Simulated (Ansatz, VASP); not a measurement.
**Two plane-wave programs on AlNi**

The input INCAR:

```
SYSTEM = AlNi
PREC = Accurate
ENCUT = 520
EDIFF = 1E-6
ISMEAR = 0
SIGMA = 0.017
LREAL = .False.
LASPH = .True.
NELM = 150
ALGO = Fast
ISIF = 2
LWAVE = .False.
LCHARG = .False.
ISPIN = 2
MAGMOM = 1 0
LORBIT = 11
LMAXMIX = 4
GGA = PE
NBANDS = 18
```

File KPOINTS:

```
Automatic mesh
0
Gamma
  9 9 9
  0 0 0
```

File POSCAR:

```
AlNi
1.0
    2.8810000000      0.0000000000      0.0000000000
    0.0000000000      2.8810000000      0.0000000000
    0.0000000000      0.0000000000      2.8810000000
Ni Al
1 1
Direct
    0.5000000000      0.5000000000      0.5000000000
    0.0000000000      0.0000000000      0.0000000000
```

input.yaml

```yaml
crystal:
  lattice:
    - [2.881, 0.0, 0.0]
    - [0.0, 2.881, 0.0]
    - [0.0, 0.0, 2.881]
  atoms:
    - { symbol: Ni, position: [0.5, 0.5, 0.5], spin: 1.0 }
    - { symbol: Al, position: [0.0, 0.0, 0.0] }
hamiltonian:
  xc: pbe
  pseudopotentials: { kind: paw }
magnetization:
  spin_polarized: true
kpoints:
  mp_grid: { grid: [9, 9, 9] }
scf:
  occupations: { method: gaussian, width: 0.017 }
output:
  forces: true
  stress: true
  eigenvalues: true
```

Alike in both runs: task single point; functional PBE; k mesh 9 × 9 × 9; occupations gaussian, width 0.017 eV; collinear spin.

|  | VASP | Ansatz |
| --- | --- | --- |
| version | VASP 6.6.1 | Ansatz 0.2.0 |
| potentials or method | VASP PAW PBE potentials, release 64 (Ni, Al) | Ansatz PAW |
| plane-wave cutoff (eV) | 520 | 420 |
| valence electrons in the cell | 13 | 21 |

|  | VASP | Ansatz | Ansatz less VASP |
| --- | --- | --- | --- |
| gap on the k mesh at the Fermi level (eV) | none | none | - |
| pressure (GPa) | 1.9 | 1.9 | +0.05 |
| net moment per atom (μB) | 0.00 | 0.00 | 0.000 |

A gap of «none» marks a metal or a gap that the smearing closes. VASP's potentials hold 13 valence electrons a cell and Ansatz's 21, so a difference there can come from the potentials and not from the codes.
